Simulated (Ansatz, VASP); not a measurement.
# One calculation of LaF5, two programs

```
CELL_PARAMETERS angstrom
0.00000 3.25912 3.25912
3.25912 0.00000 3.25912
3.25912 3.25912 0.00000
ATOMIC_POSITIONS crystal
La 0.00000 0.00000 0.00000
F 0.75000 0.75000 0.75000
F 0.37431 0.37431 0.87706
F 0.37431 0.87706 0.37431
F 0.37431 0.37431 0.37431
F 0.87706 0.37431 0.37431
```

Change from the starting cell: species swapped into the ErCu5 type (F-43m, No. 216).

Alike in both runs: functional PBE; k mesh 4 × 4 × 4; occupations gaussian, width 0.1 eV; no spin polarisation.

Ansatz relaxed the structure, and its values are those at the end. VASP's run is a single point on that final structure, the one shown.

```csv
,VASP,Ansatz
version,VASP 6.6.1,Ansatz 0.2.0
potentials or method,"VASP PAW PBE potentials, release 64 (La, F), cutoff 520 eV","scalar-relativistic, plane waves, PAW"
valence electrons in the cell,46,46
```

Ansatz gave:

```
gap on the k mesh at the Fermi level (eV) : none
pressure (GPa)                            : 0.0
```

Task: Estimate VASP's values.

Result: gap on the k mesh at the Fermi level (eV): none; pressure (GPa): -0.5.

A gap of «none» marks a metal or a gap that the smearing closes. The functional is the same, so the differences come from potentials, cutoffs and numerics.

The k mesh is coarse, so the values compare programs but aren't converged. Spin-orbit coupling is off throughout.
